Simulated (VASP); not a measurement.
# PbSe (P6_3mc) in VASP: single point with PBE

Aim: the single point of PbSe with PBE.

Program: VASP 6.6.1. These are calculated values, not measurements. Logs are shortened: lines on timing, memory, paths and dates and some standing lists are left out, and cuts for length are marked.

### 1 The cell of the first run

The structure is hexagonal, space group P6_3mc (No. 186). Conventional cell: a = 5.174 Å, b = 5.174 Å, c = 6.215 Å, α = 90.00°, β = 90.00°, γ = 120.00°. Pb (site symmetry 3m) has 5 Se at 2.99 to 3.14 Å within 3.9 Å. Within 3.9 Å of Se (site symmetry 3m) lie 5 Pb at 2.99 to 3.14 Å.

### 2 Single point, PBE, non-collinear spin, zero start, spin-orbit coupling

INCAR reads:

```
PREC = Accurate
ENCUT = 520
EDIFF = 1E-6
ISMEAR = -1
SIGMA = 0.02
LREAL = F
LASPH = T
NELM = 150
ALGO = Normal
ISIF = 2
LWAVE = F
LCHARG = F
LNONCOLLINEAR = T
MAGMOM = 0 0 0 0 0 0 0 0 0 0 0 0
LORBIT = 11
LSORBIT = T
GGA_COMPAT = F
LORBMOM = T
GGA = PE
NBANDS = 54
```

KPOINTS reads:

```
Automatic mesh
0
Gamma
  6 6 4
```

POSCAR reads:

```
PbSe
1.0
    5.1741442875      0.0000000001      0.0000000000
   -2.5870721438      4.4809403958      0.0000000000
    0.0000000000      0.0000000000      6.2147753187
Pb Se
2 2
Direct
    0.3333333333      0.6666666667     -0.0648967816
    0.6666666667      0.3333333333      0.4351032184
    0.3333333333      0.6666666667      0.4398967816
    0.6666666667      0.3333333333      0.9398967816
```

Potentials or basis: VASP PAW PBE potentials, release 64 (Pb_d, Se).

Run with:

```console
cat potpaw_PBE.64/Pb_d/POTCAR potpaw_PBE.64/Se/POTCAR > POTCAR
mpirun -np 1 vasp_ncl > vasp.out
```

OUTCAR:

```text
PREC = Accurate
   ENCUT = 520
   EDIFF = 1E-6
   ISMEAR = -1
   LREAL = F
   LASPH = T
   NELM = 150
   ISIF = 2
   LNONCOLLINEAR = T
   LORBIT = 11
   LSORBIT = T
   GGA = PE

 ion  position               nearest neighbor table
   1  0.333  0.667  0.935-   4 2.99   4 2.99   4 2.99   3 3.08   3 3.14
   2  0.667  0.333  0.435-   3 2.99   3 2.99   3 2.99   4 3.08   4 3.14
   3  0.333  0.667  0.440-   2 2.99   2 2.99   2 2.99   1 3.08   1 3.14
   4  0.667  0.333  0.940-   1 2.99   1 2.99   1 2.99   2 3.08   2 3.14

  LATTYP: Found a hexagonal cell.
 ALAT       =     5.1741442875
 C/A-ratio  =     1.2011213784

  Lattice vectors:

 A1 = (   5.1741442875,   0.0000000001,   0.0000000000)
 A2 = (  -2.5870721438,   4.4809403958,   0.0000000000)
 A3 = (   0.0000000000,   0.0000000000,   6.2147753187)

Analysis of symmetry for initial positions (statically):
=====================================================================
 Subroutine PRICEL returns:
 Original cell was already a primitive cell.

 Routine SETGRP: Setting up the symmetry group for a
 hexagonal supercell.

 Subroutine GETGRP returns: Found 12 space group operations
 (whereof  6 operations were pure point group operations)
 out of a pool of 24 trial point group operations.

The static configuration has the point symmetry C_3v.
 The point group associated with its full space group is C_6v.

Analysis of symmetry for dynamics (positions and initial velocities):
=====================================================================
 Subroutine PRICEL returns:
 Original cell was already a primitive cell.

 Routine SETGRP: Setting up the symmetry group for a
 hexagonal supercell.

 Subroutine GETGRP returns: Found 12 space group operations
 (whereof  6 operations were pure point group operations)
 out of a pool of 24 trial point group operations.

The dynamic configuration has the point symmetry C_3v.
 The point group associated with its full space group is C_6v.

Analysis of structural, dynamic, and magnetic symmetry:
=====================================================================
 Subroutine PRICEL returns:
 Original cell was already a primitive cell.

 Routine SETGRP: Setting up the symmetry group for a
 hexagonal supercell.

 Subroutine GETGRP returns: Found 12 space group operations
 (whereof  6 operations were pure point group operations)
 out of a pool of 24 trial point group operations.

The overall configuration has the point symmetry C_3v.
 The point group associated with its full space group is C_6v.

 Subroutine INISYM returns: Found 12 space group operations
 (whereof  6 operations are pure point group operations),
 and found     1 'primitive' translations

----------------------------------------------------------------------------------------

                                     Primitive cell

  volume of cell :     144.0898

  direct lattice vectors                    reciprocal lattice vectors
     5.174144287  0.000000000  0.000000000     0.193268673  0.111583720  0.000000000
    -2.587072144  4.480940396  0.000000000    -0.000000000  0.223167441  0.000000000
     0.000000000  0.000000000  6.214775319     0.000000000  0.000000000  0.160906863

  length of vectors
     5.174144287  5.174144288  6.214775319     0.223167441  0.223167441  0.160906863

  position of ions in fractional coordinates (direct lattice)
     0.333333333  0.666666667  0.935103218
     0.666666667  0.333333333  0.435103218
     0.333333333  0.666666667  0.439896782
     0.666666667  0.333333333  0.939896782

  ion indices of the primitive-cell ions
   primitive index   ion index
                 1           1
                 2           2
                 3           3
                 4           4

----------------------------------------------------------------------------------------

 KPOINTS: Automatic mesh

Automatic generation of k-mesh.
 Grid dimensions read from file:
 generate k-points for:    6    6    4

 Generating k-lattice:

  Cartesian coordinates                     Fractional coordinates (reciprocal lattice)
     0.032211445  0.018597287  0.000000000     0.166666667 -0.000000000  0.000000000
    -0.000000000  0.037194573  0.000000000     0.000000000  0.166666667  0.000000000
     0.000000000  0.000000000  0.040226716     0.000000000  0.000000000  0.250000000

  Length of vectors
     0.037194573  0.037194573  0.040226716

  Shift w.r.t. Gamma in fractional coordinates (k-lattice)
     0.000000000  0.000000000  0.000000000

 Subroutine IBZKPT returns following result:
 ===========================================

 Found     28 irreducible k-points:

 Following reciprocal coordinates:
            Coordinates               Weight
  0.000000  0.000000  0.000000      1.000000
  0.166667 -0.000000  0.000000      6.000000
  0.333333  0.000000  0.000000      6.000000
[... 56 lines left out ...]
   EFERMI_NEDOS =   21; number of points for ismear=-14 and -15
   IALGO  =     38    algorithm
   IMIX   =      4    mixing-type and parameters
     AMIX     =   0.40;   BMIX     =  1.00
     AMIX_MAG =   1.60;   BMIX_MAG =  1.00
  volume/ion in A,a.u.               =      36.02       243.09
  Fermi-wavevector in a.u.,A,eV,Ry     =   1.067949  2.018131 15.517645  1.140515
  Thomas-Fermi vector in A             =   2.203582
   LORBIT       =     11    0 simple, 1 ext, 2 COOP (PROOUT), +10 PAW based schemes
   GGA     = PE    functional components
   LHFCALC =     F    Hartree Fock is set to
   AEXX    =    0.0000 exact exchange contribution
   IVDW    =     0    specifies the selected vdW correction
   LEPSILON=     F    determine dielectric tensor
   LRPA    =     F    only Hartree local field effects (RPA)
  energy-cutoff  :      520.00
  volume of cell :      144.09
 maximum number of plane-waves:      7824
 NGX is ok and might be reduce to    40
   NGX = 19   NGY = 19   NGZ = 23

 number of electron      40.0000003 magnetization       0.0000000      0.0000000     -0.0000000

 number of electron      40.0000003 magnetization      -0.0000000     -0.0000000      0.0000000

 number of electron      40.0000003 magnetization       0.0000000      0.0000000      0.0000000

 Free energy of the ion-electron system (eV)
  ---------------------------------------------------
  ext. energy  EPLUGINS =         0.00000000
  ---------------------------------------------------
  free energy    TOTEN  =       -16.94375089 eV

  energy without entropy =      -16.94375084  energy(sigma->0) =      -16.94375087

 E-fermi :   3.3919     XC(G=0):  -8.2084

 val. band max:        3.1392567810   @ k =   0.3333   0.3333   0.5000
 cond. band min:       3.6445211968   @ k =   0.3333   0.3333   0.5000
 fundamental gap:      0.5052644158
 Fermi energy:         3.3918862771

 k-point     1 :       0.0000    0.0000    0.0000
  band No.  band energies     occupation
      1     -15.1236      1.00000
      2     -15.1236      1.00000
      3     -15.1218      1.00000
      4     -15.1218      1.00000
      5     -15.1160      1.00000
      6     -15.1160      1.00000
[... 1309 lines left out ...]
     51       6.7703      0.00000
     52       6.7703      0.00000

 [... further k-points ...]

 [bands above 52 left out]

------------------------ aborting loop because EDIFF is reached ----------------------------------------

  FORCE on cell =-STRESS in cart. coord.  units (eV):
  Direction    XX          YY          ZZ          XY          YZ          ZX
  --------------------------------------------------------------------------------------
  -------------------------------------------------------------------------------------
  Total        0.5646069      0.5646069      0.7851597      0.0000000      0.0000000      0.0000000
  in kB        6.2780337      6.2780337      8.7304259      0.0000000      0.0000000      0.0000000
  external PRESSURE =       7.0954978 kB  Pullay stress =       0.0000000 kB

 VOLUME and BASIS-vectors are now :
 -----------------------------------------------------------------------------
  energy-cutoff  :      520.00
  volume of cell :      144.09
      direct lattice vectors                 reciprocal lattice vectors
     5.174144287  0.000000000  0.000000000     0.193268673  0.111583720  0.000000000
    -2.587072144  4.480940396  0.000000000    -0.000000000  0.223167441  0.000000000
     0.000000000  0.000000000  6.214775319     0.000000000  0.000000000  0.160906863

 POSITION                                       TOTAL-FORCE (eV/Angst)
 -----------------------------------------------------------------------------------
     -0.00000      2.98729      5.81146         0.000000      0.000000      0.001307
      2.58707      1.49365      2.70407        -0.000000     -0.000000      0.001307
     -0.00000      2.98729      2.73386         0.000000     -0.000000     -0.001307
      2.58707      1.49365      5.84125         0.000000     -0.000000     -0.001307
 -----------------------------------------------------------------------------------
    total drift:                               -0.000000      0.000000     -0.000940

  FREE ENERGIE OF THE ION-ELECTRON SYSTEM (eV)
  ---------------------------------------------------
  free  energy   TOTEN  =       -16.9437508899 eV

  energy  without entropy=      -16.9437508404  energy(sigma->0) =      -16.94375087

 orbital moment (x)

 # of ion     p       d       tot
 ----------------------------------------
  1         0.000  -0.000   0.000
  2        -0.000   0.000   0.000
  3        -0.000   0.000   0.000
  4         0.000  -0.000  -0.000
 ----------------------------------------
            0.000   0.000   0.000

 orbital moment (y)

 # of ion     p       d       tot
 ----------------------------------------
  1         0.000  -0.000  -0.000
  2        -0.000   0.000   0.000
  3         0.000   0.000   0.000
  4        -0.000  -0.000  -0.000
 ----------------------------------------
           -0.000  -0.000  -0.000

 orbital moment (z)

 # of ion     p       d       tot
 ----------------------------------------
  1         0.000   0.000   0.000
  2        -0.000   0.000  -0.000
  3         0.000   0.000   0.000
  4         0.000   0.000   0.000
 ----------------------------------------
            0.000   0.000   0.000

 Spin-Orbit-Coupling matrix elements

 Ion:    1  E_soc:     -0.8590646
 l=   1
     0.0000000    -0.0748042    -0.0785846
    -0.0748042     0.0000000    -0.0748042
    -0.0785846    -0.0748042     0.0000000
 l=   2
     0.0000000    -0.0134421     0.0000000    -0.0134421    -0.0539131
    -0.0134421     0.0000000    -0.0401061    -0.0134456    -0.0134421
     0.0000000    -0.0401061     0.0000000    -0.0401061     0.0000000
    -0.0134421    -0.0134456    -0.0401061     0.0000000    -0.0134421
    -0.0539131    -0.0134421     0.0000000    -0.0134421     0.0000000
 l=   3
     0.0000000     0.0000000     0.0000000     0.0000000     0.0000000     0.0000000     0.0000000
     0.0000000     0.0000000     0.0000000     0.0000000     0.0000000     0.0000000     0.0000000
     0.0000000     0.0000000     0.0000000     0.0000000     0.0000000     0.0000000     0.0000000
     0.0000000     0.0000000     0.0000000     0.0000000     0.0000000     0.0000000     0.0000000
[... 49 lines left out ...]
 l=   2
     0.0000000     0.0000004     0.0000000     0.0000004     0.0000125
     0.0000004     0.0000000     0.0000122    -0.0000019     0.0000004
     0.0000000     0.0000122     0.0000000     0.0000122     0.0000000
     0.0000004    -0.0000019     0.0000122     0.0000000     0.0000004
     0.0000125     0.0000004     0.0000000     0.0000004     0.0000000
 l=   3
     0.0000000     0.0000000     0.0000000     0.0000000     0.0000000     0.0000000     0.0000000
     0.0000000     0.0000000     0.0000000     0.0000000     0.0000000     0.0000000     0.0000000
     0.0000000     0.0000000     0.0000000     0.0000000     0.0000000     0.0000000     0.0000000
     0.0000000     0.0000000     0.0000000     0.0000000     0.0000000     0.0000000     0.0000000
     0.0000000     0.0000000     0.0000000     0.0000000     0.0000000     0.0000000     0.0000000
     0.0000000     0.0000000     0.0000000     0.0000000     0.0000000     0.0000000     0.0000000
     0.0000000     0.0000000     0.0000000     0.0000000     0.0000000     0.0000000     0.0000000

 total charge

# of ion       s       p       d       tot
------------------------------------------
    1        1.469   0.563   9.833  11.865
    2        1.469   0.563   9.833  11.865
    3        1.473   2.314   0.014   3.801
    4        1.473   2.314   0.014   3.801
--------------------------------------------------
tot          5.884   5.753  19.695  31.332

 magnetization (x)

# of ion       s       p       d       tot
------------------------------------------
    1        0.000   0.000   0.000   0.000
    2       -0.000   0.000   0.000  -0.000
    3        0.000   0.000  -0.000   0.000
    4        0.000   0.000  -0.000  -0.000
--------------------------------------------------
tot          0.000   0.000  -0.000   0.000

 magnetization (y)

# of ion       s       p       d       tot
------------------------------------------
    1       -0.000   0.000   0.000  -0.000
    2        0.000   0.000   0.000   0.000
    3        0.000   0.000   0.000   0.000
    4       -0.000   0.000   0.000  -0.000
--------------------------------------------------
tot         -0.000   0.000   0.000   0.000

 magnetization (z)

# of ion       s       p       d       tot
------------------------------------------
    1        0.000  -0.000   0.000   0.000
    2        0.000   0.000   0.000   0.000
    3       -0.000   0.000   0.000  -0.000
    4       -0.000   0.000   0.000  -0.000
--------------------------------------------------
tot          0.000   0.000   0.000   0.000
```

It took 5.7 min on 1 thread of Intel Xeon 6975P-C (Granite Rapids), shared host; peak memory 0.73 GiB.

Results:

| Item | Value |
| --- | --- |
| Free energy | -16.9438 eV |
| Pressure | 0.7 GPa |
| Net moment | 0.00 μB per cell |
| Valence electrons inside the program's atomic spheres | Pb 11.87; Se 3.80 |

Stress tensor (GPa, compression positive):
```
0.63 0.00 0.00
0.00 0.63 0.00
0.00 0.00 0.87
```

Moments on the atoms (μB; x, y, z):
```
Pb  0.00 0.00 0.00
Pb  0.00 0.00 0.00
Se  0.00 0.00 0.00
Se  0.00 0.00 0.00
```

Caveat: the structure was generated, so it needn't be the stable form of PbSe.
